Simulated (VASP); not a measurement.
# H4CO2 in VASP: further runs

H4CO2 is run at these levels: PBEsol; tasks: single point.

All numbers are computed with VASP 6.6.1; they aren't measurements. Logs are shortened: lines on timing, memory, paths and dates and some standing lists are left out, and cuts for length are marked.

### 1 The cell of the first run

The cell holds a disordered packing, 28 atoms: a = 7.446 Å, b = 7.446 Å, c = 7.446 Å, α = 90.00°, β = 90.00°, γ = 90.00°.

### 2 Single point, PBEsol

The input, INCAR:

```
ALGO = Normal
EDIFF = 1E-6
ENCUT = 1000
GGA = PS
GGA_COMPAT = False
ISIF = 2
ISMEAR = -1
LASPH = True
LCHARG = True
LELF = True
LREAL = Auto
LVHAR = True
LWAVE = False
NBANDS = 60
NELM = 120
PREC = Accurate
SIGMA = 0.02
```

The input, KPOINTS:

```
k-points
0
Gamma
  1 1 1
```

The input, POSCAR:

```
H4CO2
1.0
    7.4455230000      0.0000000000      0.0000000000
    0.0000000000      7.4455230000      0.0000000000
    0.0000000000      0.0000000000      7.4455230000
O C H
8 4 16
Direct
    0.8438359535      0.5315140387      0.7165782713
    0.3786839420      0.7353143627      0.9499802767
    0.6116292972      0.3702896358      0.4264307558
    0.7328699408      0.8782458935      0.0423744578
    0.9817174697      0.8618199151      0.8009376910
    0.2576581927      0.8327420384      0.3583764364
    0.4587589079      0.2496399514      0.0623327602
    0.1303602178      0.0771604627      0.0682826445
    0.8667356209      0.3737548054      0.7360799235
    0.3818939247      0.8870834191      0.8905754505
    0.4719077491      0.4465636598      0.4119791182
    0.6604371513      0.7551517872      0.1204750828
    0.9755392603      0.2976419521      0.6523920482
    0.8089290705      0.3143499792      0.8557222911
    0.5018720646      0.9815294372      0.8952896929
    0.2684566282      0.9441512705      0.7869024110
    0.3820819572      0.4151756700      0.2867763621
    0.4327432740      0.5584832657      0.5111796713
    0.6904014668      0.6033827308      0.0795914538
    0.5869298906      0.7694422541      0.2519769263
    0.9881508660      0.7488795616      0.7351934847
    0.8902665400      0.8203990505      0.8854851432
    0.2547974132      0.8724034564      0.2351211594
    0.3173987912      0.9325872743      0.4152293936
    0.3527220317      0.1669056694      0.0475856431
    0.5716992614      0.2061104371      0.1155190844
    0.0104895250      0.0702032617      0.1337716639
    0.0965278060      0.0249814553     -0.0542070718
```

Potentials or basis: VASP PAW PBE potentials, release 64 (O_h, C_h, H_h).

Started as:

```bash
$ cat potpaw_PBE.64/O_h/POTCAR potpaw_PBE.64/C_h/POTCAR potpaw_PBE.64/H_h/POTCAR > POTCAR
$ mpirun -np 1 vasp_gam > vasp.out
```

OUTCAR:

```text
EDIFF = 1E-6
   ENCUT = 1000
   GGA = PS
   ISIF = 2
   ISMEAR = -1
   LASPH = True
   LREAL = Auto
   NELM = 120
   PREC = Accurate

 ion  position               nearest neighbor table
   1  0.844  0.532  0.717-   9 1.20
   2  0.379  0.735  0.950-  10 1.21
   3  0.612  0.370  0.426-  11 1.19
   4  0.733  0.878  0.042-  12 1.21
   5  0.982  0.862  0.801-  21 0.97  22 0.98
   6  0.258  0.833  0.358-  24 0.96  23 0.96
   7  0.459  0.250  0.062-  26 0.98  25 1.01
   8  0.130  0.077  0.068-  27 1.02  28 1.02
   9  0.867  0.374  0.736-  14 1.08  13 1.17   1 1.20
  10  0.382  0.887  0.891-  15 1.14   2 1.21
  11  0.472  0.447  0.412-  18 1.15  17 1.17   3 1.19
  12  0.660  0.755  0.120-  20 1.13  19 1.19   4 1.21
  13  0.976  0.298  0.652-   9 1.17
  14  0.809  0.314  0.856-   9 1.08
  15  0.502  0.982  0.895-  10 1.14
  16  0.268  0.944  0.787-
  17  0.382  0.415  0.287-  11 1.17
  18  0.433  0.558  0.511-  11 1.15
  19  0.690  0.603  0.080-  12 1.19
  20  0.587  0.769  0.252-  12 1.13
  21  0.988  0.749  0.735-   5 0.97
  22  0.890  0.820  0.885-   5 0.98
  23  0.255  0.872  0.235-   6 0.96
  24  0.317  0.933  0.415-   6 0.96
  25  0.353  0.167  0.048-   7 1.01
  26  0.572  0.206  0.116-   7 0.98
  27  0.010  0.070  0.134-   8 1.02
  28  0.097  0.025  0.946-   8 1.02

  LATTYP: Found a simple cubic cell.
 ALAT       =     7.4455230000

  Lattice vectors:

 A1 = (   7.4455230000,   0.0000000000,   0.0000000000)
 A2 = (   0.0000000000,   7.4455230000,   0.0000000000)
 A3 = (   0.0000000000,   0.0000000000,   7.4455230000)

Analysis of symmetry for initial positions (statically):
=====================================================================
 Subroutine PRICEL returns:
 Original cell was already a primitive cell.

 Routine SETGRP: Setting up the symmetry group for a
 simple cubic supercell.

 Subroutine GETGRP returns: Found  1 space group operations
 (whereof  1 operations were pure point group operations)
 out of a pool of 48 trial point group operations.

The static configuration has the point symmetry C_1 .

Analysis of symmetry for dynamics (positions and initial velocities):
=====================================================================
 Subroutine PRICEL returns:
 Original cell was already a primitive cell.

 Routine SETGRP: Setting up the symmetry group for a
 simple cubic supercell.

 Subroutine GETGRP returns: Found  1 space group operations
 (whereof  1 operations were pure point group operations)
 out of a pool of 48 trial point group operations.

The dynamic configuration has the point symmetry C_1 .

 Subroutine INISYM returns: Found  1 space group operations
 (whereof  1 operations are pure point group operations),
 and found     1 'primitive' translations

----------------------------------------------------------------------------------------

                                     Primitive cell

  volume of cell :     412.7486

  direct lattice vectors                    reciprocal lattice vectors
     7.445523000  0.000000000  0.000000000     0.134308899  0.000000000  0.000000000
     0.000000000  7.445523000  0.000000000     0.000000000  0.134308899  0.000000000
     0.000000000  0.000000000  7.445523000     0.000000000  0.000000000  0.134308899

  length of vectors
     7.445523000  7.445523000  7.445523000     0.134308899  0.134308899  0.134308899

  position of ions in fractional coordinates (direct lattice)
     0.843835953  0.531514039  0.716578271
     0.378683942  0.735314363  0.949980277
     0.611629297  0.370289636  0.426430756
     0.732869941  0.878245894  0.042374458
     0.981717470  0.861819915  0.800937691
     0.257658193  0.832742038  0.358376436
[... 20 lines left out ...]
     0.010489525  0.070203262  0.133771664
     0.096527806  0.024981455  0.945792928

  ion indices of the primitive-cell ions
   primitive index   ion index
                 1           1
                 2           2
                 3           3
                 4           4
                 5           5
                 6           6
[... 20 lines left out ...]
                27          27
                28          28

----------------------------------------------------------------------------------------

 KPOINTS: k-points

Automatic generation of k-mesh.
 Grid dimensions read from file:
 generate k-points for:    1    1    1

 Generating k-lattice:

  Cartesian coordinates                     Fractional coordinates (reciprocal lattice)
     0.134308899  0.000000000  0.000000000     1.000000000  0.000000000  0.000000000
     0.000000000  0.134308899  0.000000000     0.000000000  1.000000000  0.000000000
     0.000000000  0.000000000  0.134308899     0.000000000  0.000000000  1.000000000

  Length of vectors
     0.134308899  0.134308899  0.134308899

  Shift w.r.t. Gamma in fractional coordinates (k-lattice)
     0.000000000  0.000000000  0.000000000

 Subroutine IBZKPT returns following result:
 ===========================================

 Found      1 irreducible k-points:

 Following reciprocal coordinates:
            Coordinates               Weight
  0.000000  0.000000  0.000000      1.000000
   k-points           NKPTS =      1   k-points in BZ     NKDIM =      1   number of bands    NBANDS=     60
   number of dos      NEDOS =    301   number of ions     NIONS =     28
   total plane-waves  NPLWV = 512000
   dimension x,y,z NGX =    80 NGY =   80 NGZ =   80
   dimension x,y,z NGXF=   160 NGYF=  160 NGZF=  160
   ions per type =               8   4  16
   NGX,Y,Z   is equivalent  to a cutoff of  17.86, 17.86, 17.86 a.u.
   NGXF,Y,Z  is equivalent  to a cutoff of  35.73, 35.73, 35.73 a.u.
 SYSTEM =  unknown system
   PREC   = accura    normal or accurate (medium, high low for compatibility)
   ISTART =      0    job   : 0-new  1-cont  2-samecut
   ICHARG =      2    charge: 1-file 2-atom 10-const
   ISPIN  =      1    spin polarized calculation?
   LNONCOLLINEAR =      F non collinear calculations
   LSORBIT =      F    spin-orbit coupling
   LASPH  =      T    aspherical Exc in radial PAW
   ENCUT  = 1000.0 eV  73.50 Ry    8.57 a.u.  19.20 19.20 19.20*2*pi/ulx,y,z
   NELM   =    120;   NELMIN=  2; NELMDL= -5     # of ELM steps
   EDIFF  = 0.1E-05   stopping-criterion for ELM
   LREAL  =      T    real-space projection
   EDIFFG = 0.1E-04   stopping-criterion for IOM
   NSW    =      0    number of steps for IOM
   IBRION =     -1    ionic relax: 0-MD 1-quasi-New 2-CG
   NFREE  =      0    steps in history (QN), initial steepest desc. (CG)
   ISIF   =      2    stress and relaxation
   ISYM   =      2    0-nonsym 1-usesym 2-fastsym
   POTIM  = 0.5000    time-step for ionic-motion
   TEBEG  =    0.0;   TEEND  =   0.0 temperature during run
   PSTRESS=    0.0 pullay stress
   NELECT =      80.0000    total number of electrons
   NUPDOWN=      -1.0000    fix difference up-down
   EMIN   =  10.00;   EMAX   =-10.00  energy-range for DOS
   EFERMI =   0.00;   METHOD = LEGACY
   ISMEAR =    -1;   SIGMA  =   0.02  broadening in eV -4-tet -1-fermi 0-gaus
   EFERMI_NEDOS =   21; number of points for ismear=-14 and -15
   IALGO  =     38    algorithm
   IMIX   =      4    mixing-type and parameters
     AMIX     =   0.40;   BMIX     =  1.00
     AMIX_MAG =   1.60;   BMIX_MAG =  1.00
  volume/ion in A,a.u.               =      14.74        99.48
  Fermi-wavevector in a.u.,A,eV,Ry     =   0.947421  1.790366 12.212675  0.897606
  Thomas-Fermi vector in A             =   2.075513
   LORBIT       =      0    0 simple, 1 ext, 2 COOP (PROOUT), +10 PAW based schemes
   GGA     = PS    functional components
   LHFCALC =     F    Hartree Fock is set to
   AEXX    =    0.0000 exact exchange contribution
   IVDW    =     0    specifies the selected vdW correction
   LEPSILON=     F    determine dielectric tensor
   LRPA    =     F    only Hartree local field effects (RPA)
 non-spin polarized calculation
  energy-cutoff  :     1000.00
  volume of cell :      412.75
 maximum number of plane-waves:     14712
 NGX is ok and might be reduce to    80
   NGX = 39   NGY = 39   NGZ = 39

 number of electron      79.9999998 magnetization

 Free energy of the ion-electron system (eV)
  ---------------------------------------------------
  ext. energy  EPLUGINS =         0.00000000
  ---------------------------------------------------
  free energy    TOTEN  =      -147.59342682 eV

  energy without entropy =     -147.59342682  energy(sigma->0) =     -147.59342682

 E-fermi :  -2.3839     XC(G=0):  -5.7877

 val. band max:       -2.9065432560   @ k =   0.0000   0.0000   0.0000
 cond. band min:      -0.1924556168   @ k =   0.0000   0.0000   0.0000
 fundamental gap:      2.7140876392
 Fermi energy:        -2.3839064062

 k-point     1 :       0.0000    0.0000    0.0000
  band No.  band energies     occupation
      1     -24.3333      2.00000
      2     -24.0766      2.00000
      3     -24.0507      2.00000
      4     -23.8023      2.00000
      5     -22.5404      2.00000
      6     -22.3264      2.00000
[... 44 lines left out ...]
     51       4.5110      0.00000
     52       4.5749      0.00000
 [bands above 52 left out]

------------------------ aborting loop because EDIFF is reached ----------------------------------------

  FORCE on cell =-STRESS in cart. coord.  units (eV):
  Direction    XX          YY          ZZ          XY          YZ          ZX
  --------------------------------------------------------------------------------------
  -------------------------------------------------------------------------------------
  Total       -2.7370846     -0.6248347     -1.4186928     -0.7173880     -1.6818763     -2.1450989
  in kB      -10.6246145     -2.4254375     -5.5069775     -2.7847042     -6.5285842     -8.3266877
  external PRESSURE =      -6.1856765 kB  Pullay stress =       0.0000000 kB

 VOLUME and BASIS-vectors are now :
 -----------------------------------------------------------------------------
  energy-cutoff  :     1000.00
  volume of cell :      412.75
      direct lattice vectors                 reciprocal lattice vectors
     7.445523000  0.000000000  0.000000000     0.134308899  0.000000000  0.000000000
     0.000000000  7.445523000  0.000000000     0.000000000  0.134308899  0.000000000
     0.000000000  0.000000000  7.445523000     0.000000000  0.000000000  0.134308899

 POSITION                                       TOTAL-FORCE (eV/Angst)
 -----------------------------------------------------------------------------------
      6.28280      3.95740      5.33530        -0.186468      1.384128     -0.490786
      2.81950      5.47480      7.07310         0.128699      0.878132      0.310731
      4.55390      2.75700      3.17500         1.600462     -1.155882      0.174477
      5.45660      6.53900      0.31550        -0.052410      0.693815      0.092500
      7.30940      6.41670      5.96340         0.210436     -0.196124     -0.288030
      1.91840      6.20020      2.66830         0.134625     -0.351194      0.447985
[... 20 lines left out ...]
      0.07810      0.52270      0.99600         1.642371      0.113533     -0.680636
      0.71870      0.18600      7.04192         0.030130      0.063057      1.076024
 -----------------------------------------------------------------------------------
    total drift:                               -0.002042     -0.001851      0.001646

  FREE ENERGIE OF THE ION-ELECTRON SYSTEM (eV)
  ---------------------------------------------------
  free  energy   TOTEN  =      -147.5934268153 eV

  energy  without entropy=     -147.5934268153  energy(sigma->0) =     -147.59342682
```

It took 2.2 min on 1 thread of AMD EPYC 7R13 (Zen 3), shared host; peak memory 0.93 GiB.

What came out:

```
Free energy   : -147.5934 eV
Pressure      : -0.6 GPa
Largest force : 2.766 eV/Å
```

Forces in eV/Å, atoms in the order of the input:
```
O   -0.186  1.384 -0.491
O    0.129  0.878  0.311
O    1.600 -1.156  0.174
O   -0.052  0.694  0.092
O    0.210 -0.196 -0.288
O    0.135 -0.351  0.448
O   -0.161  0.385 -0.476
O   -1.836 -0.519 -0.534
C    2.047 -0.475 -0.374
C   -0.484  0.496 -2.663
C   -2.006  1.316 -0.809
C    0.392 -2.711  0.384
H   -1.204  0.254  0.508
H   -0.597 -1.177  0.450
H   -0.301 -0.550  0.553
H    1.198 -1.042  1.554
H    0.438  0.407  1.156
H   -0.062 -0.632 -0.494
H   -0.555  1.640  0.275
H   -0.090  0.192 -0.450
H    0.498 -0.034 -0.720
H   -0.617  0.743  0.646
H   -0.345  0.126 -0.743
H    0.133  0.288  0.377
H    1.132  0.429  0.853
H   -1.087 -0.565 -0.135
H    1.642  0.114 -0.681
H    0.030  0.063  1.076
```

Stress tensor (GPa, compression positive):
```
-1.06 -0.28 -0.83
-0.28 -0.24 -0.65
-0.83 -0.65 -0.55
```

Caveat: the k points lie up to 0.84 Å⁻¹ apart, too coarse for converged energies, forces and pressures; the atoms stand as in a frame of molecular dynamics; the PAW data sets were made with another functional, which shifts forces and pressure a little.

### 3 Single point, PBEsol

This run uses another cell than the first one, of 16.39 Å³/atom.

The input, INCAR:

```
SYSTEM = H4CO2
ALGO = Normal
EDIFF = 1E-6
ENCUT = 1000
GGA = PS
GGA_COMPAT = .False.
ISIF = 2
ISMEAR = -1
LASPH = .True.
LCHARG = .False.
LREAL = Auto
LWAVE = .False.
NBANDS = 60
NELM = 120
PREC = Accurate
SIGMA = 0.02
```

The input, KPOINTS:

```
k-points
0
Gamma
  1 1 1
  0 0 0
```

The input, POSCAR:

```
H4CO2
1.0
    7.7136190000      0.0000000000      0.0000000000
    0.0000000000      7.7136190000      0.0000000000
    0.0000000000      0.0000000000      7.7136190000
O C H
8 4 16
Direct
    0.9013278981      0.4723723067      0.7688479299
    0.4335059847      0.8217932465      0.9756639523
    0.5164501902      0.3979325398      0.4941130746
    0.7668514610      0.9318712786      0.0735193169
    0.9729414948      0.8329293941      0.7480794683
    0.3548139985      0.9033114029      0.3266171171
    0.3849684564      0.2447359663      0.0121084539
    0.0735193169      0.0800402509      0.0463077059
    0.9049578414      0.3162458504      0.7943742101
    0.4310557729      0.8648340033      0.8230637266
    0.4129708766      0.4934259781      0.4097946761
    0.6976751120      0.7888774387      0.0555122051
    1.0285314844      0.2391743746      0.7535243833
    0.7825250379      0.2524884882      0.8534256100
    0.5382557785      0.9302507682      0.7512038124
    0.3016482925      0.8551627971      0.7601490299
    0.3058356914      0.5351314344      0.4866068703
    0.4353598486      0.5567555255      0.2796482429
    0.7148525225      0.6980640345     -0.0583643034
    0.6472188995      0.6939414560      0.1699332052
    0.9651241525      0.7174453392      0.8000913709
    0.8897898639      0.8888823780      0.8287679233
    0.2785333318      0.9220833956      0.2226581323
    0.4633104124      0.9433963487      0.2670860461
    0.2574018758      0.2156186350     -0.0027224575
    0.3805736322      0.2973053245      0.1246885541
   -0.0505210330      0.0811292339      0.0602700237
    0.1009772456      0.0012964083     -0.0490690557
```

Potentials or basis: VASP PAW PBE potentials, release 64 (O_h, C_h, H_h).

Started as:

```bash
$ cat potpaw_PBE.64/O_h/POTCAR potpaw_PBE.64/C_h/POTCAR potpaw_PBE.64/H_h/POTCAR > POTCAR
$ mpirun -np 1 vasp_gam > vasp.out
```

Wall time 92 s (1 thread of Intel Xeon 6975P-C (Granite Rapids), shared host); peak memory 0.93 GiB.

The run converged. Its results:

```yaml
Free_energy: -147.3515 eV
Pressure: -1.5 GPa
Largest_force: 4.282 eV/Å
```

Forces in eV/Å, atoms in the order of the input:
```
O    0.176 -0.577  0.403
O    0.672 -0.272 -0.460
O   -1.634  1.725 -2.649
O   -0.753 -0.880 -0.299
O   -0.493  0.395  1.147
O    0.525  0.648 -1.888
O   -1.266 -0.375 -0.768
O    1.502  0.412 -0.035
C    0.019  0.349 -0.466
C   -1.192  0.543  0.437
C    3.155 -1.717  2.331
C    0.064 -1.842  1.390
H   -1.309  0.317  0.441
H    1.086  0.000 -0.406
H    0.192 -0.393  0.200
H    0.185 -0.005 -0.519
H   -1.675  0.636  0.159
H    0.095 -0.561  0.178
H    0.040  0.772 -0.204
H    0.451  1.877 -0.931
H    0.308 -0.533 -0.619
H    0.278  0.307 -0.465
H    0.076 -0.206  1.161
H   -0.631 -0.343  0.928
H    1.114  0.117  0.241
H    0.267  0.265  0.692
H   -0.755 -0.438  0.043
H   -0.498 -0.221 -0.041
```

Stress tensor (GPa, compression positive):
```
-1.06  0.12  0.01
 0.12 -1.81  1.29
 0.01  1.29 -1.55
```

Levels at points of the mesh, in eV from the Fermi level:
```csv
k point,band 36,band 37,band 38,band 39,band 40,band 41,band 42,band 43,band 44,band 45
"(0.00, 0.00, 0.00)",-1.42,-1.28,-1.17,-0.83,-0.52,1.89,2.52,2.59,3.25,4.10
```

Caveat: the k points lie up to 0.81 Å⁻¹ apart, too coarse for converged energies, forces and pressures; the atoms stand as in a frame of molecular dynamics; the PAW data sets were made with another functional, which shifts forces and pressure a little.

(Part 1 of 2 ends here.)
